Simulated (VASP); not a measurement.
Input of a VASP 6.6.1 run:

The input INCAR:

```
SYSTEM = AgBr
PREC = Accurate
ENCUT = 500
EDIFF = 1E-6
ISMEAR = -1
SIGMA = 0.08
LREAL = .False.
LASPH = .True.
NELM = 120
ALGO = Normal
ISIF = 2
LWAVE = .False.
LCHARG = .False.
GGA = PE
NBANDS = 16
GGA_COMPAT = .False.
```

The input KPOINTS:

```
Automatic mesh
0
Gamma
  14 14 14
  0 0 0
```

File POSCAR:

```
AgBr
1.0
    0.0000000000      2.9204459508      2.9204459508
    2.9204459508      0.0000000000      2.9204459508
    2.9204459508      2.9204459508      0.0000000000
Ag Br
1 1
Direct
    0.0000000000      0.0000000000      0.0000000000
    0.5000000000      0.5000000000      0.5000000000
```

Potentials or basis: VASP PAW PBE potentials, release 64 (Ag, Br).

Command:

```console
$ cat potpaw_PBE.64/Ag/POTCAR potpaw_PBE.64/Br/POTCAR > POTCAR
$ mpirun -np 1 vasp_std > vasp.out
```

(1) Estimate the pressure.

(2) Predict the band gap on the k mesh.

Answers

(1) 0.0 GPa.

(2) 0.69 eV (least direct gap 2.44 eV).
